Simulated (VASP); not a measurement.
Set up this calculation in VASP 6.6.1, as the native input.

```yaml
Task: single point
Functional: PBE
Dispersion: D3(BJ)
Potentials_or_basis: VASP PAW PBE potentials, release 64 (Cd, Si, P)
Cutoff: 520 eV
k_mesh: 8 × 8 × 8
Occupations: gaussian, width 0.02 eV
Spin: no spin polarisation
Dipole_correction: no
Further_INCAR_settings: ALGO = Fast; EDIFF = 1e-06; NBANDS = 36
```

The structure of CdSiP2 lies in POSCAR:

```
CdSiP2
1.0
   -2.8312354944      2.8312354944      5.2143681098
    2.8312354944     -2.8312354944      5.2143681098
    2.8312354944      2.8312354944     -5.2143681098
Cd Si P
2 2 4
Direct
    0.7500000000      0.2500000000      0.5000000000
    0.0000000000      0.0000000000      0.0000000000
    0.5000000000      0.5000000000      0.0000000000
    0.2500000000      0.7500000000      0.5000000000
    0.8750000000      0.8302998728      0.4552998728
    0.1697001272      0.6250000000      0.0447001272
    0.3750000000      0.4197001272      0.5447001272
    0.5802998728      0.1250000000      0.9552998728
```

One way to write it, as run:

INCAR

```
ALGO     = Fast           # electronic algorithm
EDIFF    = 1E-6           # SCF threshold, eV
ENCUT    = 520            # plane-wave cutoff, eV
GGA      = PE             # functional
ISIF     = 2              # what is computed and relaxed
ISMEAR   = 0              # smearing method
IVDW     = 12             # dispersion correction
LASPH    = T              # aspherical terms in the spheres
LCHARG   = T              # write CHGCAR
LELF     = T              # ELF
LREAL    = F              # projectors in reciprocal space
LVHAR    = T            
LWAVE    = F              # write WAVECAR
NBANDS   = 36             # bands
NELM     = 100            # most SCF steps
PREC     = Accurate       # precision mode
SIGMA    = 0.02           # smearing width, eV
```

KPOINTS

```
k-points
0
Gamma
  8 8 8
```

Potentials or basis: VASP PAW PBE potentials, release 64 (Cd, Si, P).

Launch:

```console
$ cat potpaw_PBE.64/Cd/POTCAR potpaw_PBE.64/Si/POTCAR potpaw_PBE.64/P/POTCAR > POTCAR
$ mpirun -np 1 vasp_std > vasp.out
```

Results of the run:

| Property | Result |
| --- | --- |
| Pressure | 0.1 GPa |
| Largest force | 0.053 eV/Å |
| Band gap on the k mesh | 1.32 eV |
| Dispersion energy per atom | -0.354 eV |

It took 6.4 min on 1 thread of Intel(R) Xeon(R) Platinum 8488C (Sapphire Rapids) (shared host), peak memory 0.55 GiB.
